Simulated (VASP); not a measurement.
Set up this calculation in VASP 6.6.1, as the native input.

- Task: single point
- Functional: PBE
- Potentials or basis: VASP PAW PBE potentials, release 64 (Ag, Sc_sv, Te)
- Cutoff: 520 eV
- k mesh: 6 × 6 × 6
- Occupations: gaussian, width 0.01 eV
- Spin: no spin polarisation
- Dipole correction: no
- Further INCAR settings: ALGO = Normal; EDIFF = 1e-07; NBANDS = 25

The structure of ScAgTe2 lies in POSCAR:

```
ScAgTe2
1.0
    2.1121536828      1.2194524973      7.0119570278
   -2.1121536828      1.2194524973      7.0119570278
    0.0000000000     -2.4389049946      7.0119570278
Ag Sc Te
1 1 2
Direct
    1.0000000000      0.0000000000      0.0000000000
    0.5000000000      0.5000000000      0.5000000000
    0.2467595872      0.2467595872      0.2467595872
    0.7532404128      0.7532404128      0.7532404128
```

One way to write it, as run:

INCAR

```
SYSTEM = ScAgTe2
PREC = Accurate
ENCUT = 520
EDIFF = 1E-7
ISMEAR = 0
SIGMA = 0.01
LREAL = .FALSE.
LASPH = .TRUE.
NELM = 60
ALGO = Normal
ISIF = 2
LWAVE = .FALSE.
LCHARG = .FALSE.
GGA = PE
NBANDS = 25
```

KPOINTS

```
regular mesh
0
G
  6 6 6
  0 0 0
```

Potentials or basis: VASP PAW PBE potentials, release 64 (Ag, Sc_sv, Te).

Run with:

```sh
$ cat potpaw_PBE.64/Ag/POTCAR potpaw_PBE.64/Sc_sv/POTCAR potpaw_PBE.64/Te/POTCAR > POTCAR
$ mpirun -np 1 vasp_std > vasp.out
```

It gave:

```json
{"Pressure": "0.0 GPa", "Largest force": "0.019 eV/Å", "Band gap on the k mesh": "0.30 eV, indirect (least direct gap 0.84 eV)"}
```

Caveat: spin-orbit coupling is left out, which moves the levels of the heavy elements.

Wall time 2.3 min on 1 thread of Intel(R) Xeon(R) 6975P-C (Granite Rapids), on a shared host, peak memory 0.44 GiB.
